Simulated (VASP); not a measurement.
# MoS2 (P-3m1) in VASP: further runs

Runs on MoS2. Level: PBE+D3(BJ). Tasks: single point.

Everything below comes from runs of VASP 6.6.1. Logs are shortened: lines on timing, memory, paths and dates and some standing lists are left out, and cuts for length are marked.

## (1) The cell of the first run

The typed cell holds 6 atoms: a = 3.055 Å, b = 3.055 Å, c = 12.096 Å, α = 90.00°, β = 90.00°, γ = 120.00°.

## (2) Single point, PBE+D3(BJ)

Contents of INCAR:

```
SYSTEM = MoS2
PREC = Accurate
ENCUT = 520
EDIFF = 1E-6
ISMEAR = 0
SIGMA = 0.05
LREAL = .False.
LASPH = .True.
NELM = 100
ALGO = Normal
ISIF = 2
LWAVE = .False.
LCHARG = .False.
GGA = PE
IVDW = 12
NBANDS = 35
```

Contents of KPOINTS:

```
regular mesh
0
Gamma
  12 12 4
  0 0 0
```

Contents of POSCAR:

```
MoS2
1.0
    3.0549000000      0.0000000000      0.0000000000
   -1.5274500000      2.6456210060      0.0000000000
    0.0000000000      0.0000000000     12.0957854159
Mo S
2 4
Direct
    0.6666666667      0.3333333333      0.2501439769
    0.3333333333      0.6666666667      0.7498560231
    0.3333333333      0.6666666667      0.3795985159
    0.6666666667      0.3333333333      0.8793132861
    0.3333333333      0.6666666667      0.1206867139
    0.6666666667      0.3333333333      0.6204014841
```

Potentials or basis: VASP PAW PBE potentials, release 64 (Mo_sv, S).

The run is started by

```bash
$ cat potpaw_PBE.64/Mo_sv/POTCAR potpaw_PBE.64/S/POTCAR > POTCAR
$ mpirun -np 1 vasp_std > vasp.out
```

OUTCAR:

```text
SYSTEM = MoS2
   PREC = Accurate
   ENCUT = 520
   EDIFF = 1E-6
   ISMEAR = 0
   LREAL = .False.
   LASPH = .True.
   NELM = 100
   ISIF = 2
   GGA = PE
   IVDW = 12
 IVDW          = 12

 ion  position               nearest neighbor table
   1  0.667  0.333  0.250-   3 2.36   3 2.36   3 2.36   5 2.36   5 2.36   5 2.36
   2  0.333  0.667  0.750-   6 2.36   6 2.36   6 2.36   4 2.36   4 2.36   4 2.36
   3  0.333  0.667  0.380-   1 2.36   1 2.36   1 2.36
   4  0.667  0.333  0.879-   2 2.36   2 2.36   2 2.36
   5  0.333  0.667  0.121-   1 2.36   1 2.36   1 2.36
   6  0.667  0.333  0.620-   2 2.36   2 2.36   2 2.36

  LATTYP: Found a hexagonal cell.
 ALAT       =     3.0549000000
 C/A-ratio  =     3.9594701679

  Lattice vectors:

 A1 = (   3.0549000000,   0.0000000000,   0.0000000000)
 A2 = (  -1.5274500000,   2.6456210060,   0.0000000000)
 A3 = (   0.0000000000,   0.0000000000,  12.0957854159)

Analysis of symmetry for initial positions (statically):
=====================================================================
 Subroutine PRICEL returns:
 Original cell was already a primitive cell.

 Routine SETGRP: Setting up the symmetry group for a
 hexagonal supercell.

 Subroutine GETGRP returns: Found 12 space group operations
 (whereof 12 operations were pure point group operations)
 out of a pool of 24 trial point group operations.

The static configuration has the point symmetry D_3d.

Analysis of symmetry for dynamics (positions and initial velocities):
=====================================================================
 Subroutine PRICEL returns:
 Original cell was already a primitive cell.

 Routine SETGRP: Setting up the symmetry group for a
 hexagonal supercell.

 Subroutine GETGRP returns: Found 12 space group operations
 (whereof 12 operations were pure point group operations)
 out of a pool of 24 trial point group operations.

The dynamic configuration has the point symmetry D_3d.

 Subroutine INISYM returns: Found 12 space group operations
 (whereof 12 operations are pure point group operations),
 and found     1 'primitive' translations

----------------------------------------------------------------------------------------

                                     Primitive cell

  volume of cell :      97.7594

  direct lattice vectors                    reciprocal lattice vectors
     3.054900000  0.000000000  0.000000000     0.327342957  0.188991544  0.000000000
    -1.527450000  2.645621006  0.000000000     0.000000000  0.377983089  0.000000000
     0.000000000  0.000000000 12.095785416     0.000000000  0.000000000  0.082673424
[... 98 lines left out ...]
   ISIF   =      2    stress and relaxation
   ISYM   =      2    0-nonsym 1-usesym 2-fastsym
   POTIM  = 0.5000    time-step for ionic-motion
   TEBEG  =    0.0;   TEEND  =   0.0 temperature during run
   PSTRESS=    0.0 pullay stress
   NELECT =      52.0000    total number of electrons
   NUPDOWN=      -1.0000    fix difference up-down
   EMIN   =  10.00;   EMAX   =-10.00  energy-range for DOS
   EFERMI =   0.00;   METHOD = LEGACY
   ISMEAR =     0;   SIGMA  =   0.05  broadening in eV -4-tet -1-fermi 0-gaus
   EFERMI_NEDOS =   21; number of points for ismear=-14 and -15
   IALGO  =     38    algorithm
   IMIX   =      4    mixing-type and parameters
     AMIX     =   0.40;   BMIX     =  1.00
     AMIX_MAG =   1.60;   BMIX_MAG =  1.00
  volume/ion in A,a.u.               =      16.29       109.95
  Fermi-wavevector in a.u.,A,eV,Ry     =   1.326446  2.506620 23.938908  1.759460
  Thomas-Fermi vector in A             =   2.455833
   LORBIT       =      0    0 simple, 1 ext, 2 COOP (PROOUT), +10 PAW based schemes
   GGA     = PE    functional components
   LHFCALC =     F    Hartree Fock is set to
   AEXX    =    0.0000 exact exchange contribution
   IVDW    =    12    specifies the selected vdW correction
   LEPSILON=     F    determine dielectric tensor
   LRPA    =     F    only Hartree local field effects (RPA)
 non-spin polarized calculation
 Gauss-broadening in eV      SIGMA  =   0.05
  energy-cutoff  :      520.00
  volume of cell :       97.76
 maximum number of plane-waves:      2653
 NGX is ok and might be reduce to    24
   NGX = 11   NGY = 11   NGZ = 45

 number of electron      52.0000003 magnetization

 Free energy of the ion-electron system (eV)
  ---------------------------------------------------
  ext. energy  EPLUGINS =         0.00000000
  ---------------------------------------------------
  free energy    TOTEN  =       -43.16022022 eV

  energy without entropy =      -43.16022022  energy(sigma->0) =      -43.16022022

 E-fermi :   9.0209     XC(G=0): -11.3148

 val. band max:        8.5975505184   @ k =   0.0000   0.0000   0.0000
 cond. band min:       9.4618962477   @ k =   0.1667   0.1667   0.0000
 fundamental gap:      0.8643457293
 Fermi energy:         9.0208685273

 k-point     1 :       0.0000    0.0000    0.0000
  band No.  band energies     occupation
      1     -52.7093      2.00000
      2     -52.7093      2.00000
      3     -26.9559      2.00000
      4     -26.9558      2.00000
      5     -26.5824      2.00000
      6     -26.5824      2.00000
[... 901 lines left out ...]
     34      11.8275      0.00000
     35      16.4642      0.00000

 [... further k-points ...]

------------------------ aborting loop because EDIFF is reached ----------------------------------------

 Edisp (eV)   -2.79293

 E8    (eV) :    -1.1260

  FORCE on cell =-STRESS in cart. coord.  units (eV):
  Direction    XX          YY          ZZ          XY          YZ          ZX
  --------------------------------------------------------------------------------------
  -------------------------------------------------------------------------------------
  Total       7.28512     7.28512     4.10770     0.00000     0.00000     0.00000
  in kB     119.39560   119.39560    67.32099     0.00000     0.00000     0.00000
  external pressure =      102.04 kB  Pullay stress =        0.00 kB

 VOLUME and BASIS-vectors are now :
 -----------------------------------------------------------------------------
  energy-cutoff  :      520.00
  volume of cell :       97.76
      direct lattice vectors                 reciprocal lattice vectors
     3.054900000  0.000000000  0.000000000     0.327342957  0.188991544  0.000000000
    -1.527450000  2.645621006  0.000000000     0.000000000  0.377983089  0.000000000
     0.000000000  0.000000000 12.095785416     0.000000000  0.000000000  0.082673424

 POSITION                                       TOTAL-FORCE (eV/Angst)
 -----------------------------------------------------------------------------------
      1.52745      0.88187      3.02569         0.000000      0.000000     -0.001382
     -0.00000      1.76375      9.07010        -0.000000     -0.000000      0.001382
     -0.00000      1.76375      4.59154        -0.000000     -0.000000      0.660469
      1.52745      0.88187     10.63598        -0.000000      0.000000      0.663257
     -0.00000      1.76375      1.45980         0.000000      0.000000     -0.663257
      1.52745      0.88187      7.50424         0.000000     -0.000000     -0.660469
 -----------------------------------------------------------------------------------
    total drift:                               -0.000000      0.000000      0.000000

  FREE ENERGIE OF THE ION-ELECTRON SYSTEM (eV)
  ---------------------------------------------------
  free  energy   TOTEN  =       -45.9531544760 eV

  energy  without entropy=      -45.9531544760  energy(sigma->0) =      -45.95315448
```

stdout:

```text
POSCAR found type information on POSCAR MoS
 POSCAR found :  2 types and       6 ions
 scaLAPACK will be used
 LDA part: xc-table for (Slater+PW92), standard interpolation
 POSCAR, INCAR and KPOINTS ok, starting setup
 FFT: planning ... GRIDC
 FFT: planning ... GRID_SOFT
 FFT: planning ... GRID
 WAVECAR not read
 entering main loop
```

Wall time 90 s (1 thread of Intel Xeon 6975P-C (Granite Rapids), shared host); peak memory 0.34 GiB.

What came out:

| Property | Result |
| --- | --- |
| Free energy | -45.9532 eV |
| Pressure | 10.2 GPa |
| Largest force | 0.663 eV/Å |
| Band gap on the k mesh | 0.86 eV (least direct gap 2.02 eV) |
| Dispersion energy per atom | -0.465 eV |

Forces on the atoms (eV/Å):
```
Mo   0.000  0.000 -0.001
Mo   0.000  0.000  0.001
S    0.000  0.000  0.660
S    0.000  0.000  0.663
S    0.000  0.000 -0.663
S    0.000  0.000 -0.660
```

Levels at points of the mesh, in eV from the valence-band top:
```tsv
k point	band 22	band 23	band 24	band 25	band 26	band 27	band 28	band 29	band 30	band 31
(0.00, 0.00, 0.00)	-1.92	-1.92	-1.49	-1.21	0.00	2.49	2.49	2.53	2.53	2.64
(0.50, 0.00, 0.00)	-2.65	-1.47	-1.39	-1.31	-1.22	2.11	2.16	2.36	2.79	3.11
(0.00, 0.00, 0.50)	-1.94	-1.94	-1.94	-0.33	-0.32	2.50	2.50	2.50	2.50	2.76
(0.50, 0.00, 0.50)	-2.82	-1.35	-1.35	-1.34	-1.34	2.14	2.14	2.59	2.59	3.51
```

Caveat: the cell stands under pressure.

## (3) Single point, PBE+D3(BJ)

This run uses another cell than the first one, of 16.33 Å³/atom.

Contents of INCAR:

```
PREC     = Accurate       # precision mode
ENCUT    = 520            # plane-wave cutoff, eV
EDIFF    = 1E-6           # SCF threshold, eV
ISMEAR   = 0              # smearing method
SIGMA    = 0.05           # smearing width, eV
LREAL    = False          # projectors in reciprocal space
LASPH    = True           # aspherical terms in the spheres
NELM     = 100            # most SCF steps
ALGO     = Normal         # electronic algorithm
ISIF     = 2              # what is computed and relaxed
LWAVE    = False          # write WAVECAR
LCHARG   = True           # write CHGCAR
GGA      = PE             # functional
IVDW     = 12             # dispersion correction
LELF     = True           # ELF
LVHAR    = True         
NBANDS   = 35             # bands
```

Contents of KPOINTS:

```
regular mesh
0
Gamma
  12 12 4
```

POSCAR: that of step 2 with these lines changed.

```diff
@@ -2,5 +2,5 @@
 1.0
-    3.0549000000      0.0000000000      0.0000000000
-   -1.5274500000      2.6456210060      0.0000000000
-    0.0000000000      0.0000000000     12.0957854159
+    3.0864000000      0.0000000000      0.0000000000
+   -1.5432000000      2.6729008062      0.0000000000
+    0.0000000000      0.0000000000     11.8781000000
 Mo S
```

Potentials or basis: VASP PAW PBE potentials, release 64 (Mo_sv, S).

The run is started by

```bash
$ cat potpaw_PBE.64/Mo_sv/POTCAR potpaw_PBE.64/S/POTCAR > POTCAR
$ mpirun -np 1 vasp_std > vasp.out
```

It took 86 s on 1 thread of Intel Xeon 6975P-C (Granite Rapids), shared host; peak memory 0.34 GiB.

It converged, with:

```yaml
Free_energy: -45.9938 eV
Pressure: 10.1 GPa
Largest_force: 0.982 eV/Å
Band_gap_on_the_k_mesh: 0.75 eV (least direct gap 1.85 eV)
Dispersion_energy_per_atom: -0.464 eV
```

Forces on the atoms (eV/Å):
```
Mo   0.000  0.000 -0.002
Mo   0.000  0.000  0.002
S    0.000  0.000  0.979
S    0.000  0.000  0.982
S    0.000  0.000 -0.982
S    0.000  0.000 -0.979
```

Stress tensor (GPa, compression positive):
```
 9.90  0.00  0.00
 0.00  9.90  0.00
 0.00  0.00 10.59
```

Levels at points of the mesh, in eV from the valence-band top:
| k point | band 24 | band 25 | band 26 | band 27 | band 28 | band 29 |
| --- | --- | --- | --- | --- | --- | --- |
| (0.00, 0.00, 0.00) | -1.50 | -1.17 | 0.00 | 2.18 | 2.18 | 2.22 |
| (0.50, 0.00, 0.00) | -1.63 | -1.58 | -1.48 | 1.73 | 1.79 | 2.10 |
| (0.00, 0.00, 0.50) | -2.34 | -0.31 | -0.30 | 2.19 | 2.19 | 2.19 |
| (0.50, 0.00, 0.50) | -1.72 | -1.54 | -1.54 | 1.75 | 1.75 | 2.30 |

Caveat: the cell stands under pressure.

(Part 1 of 2 ends here.)
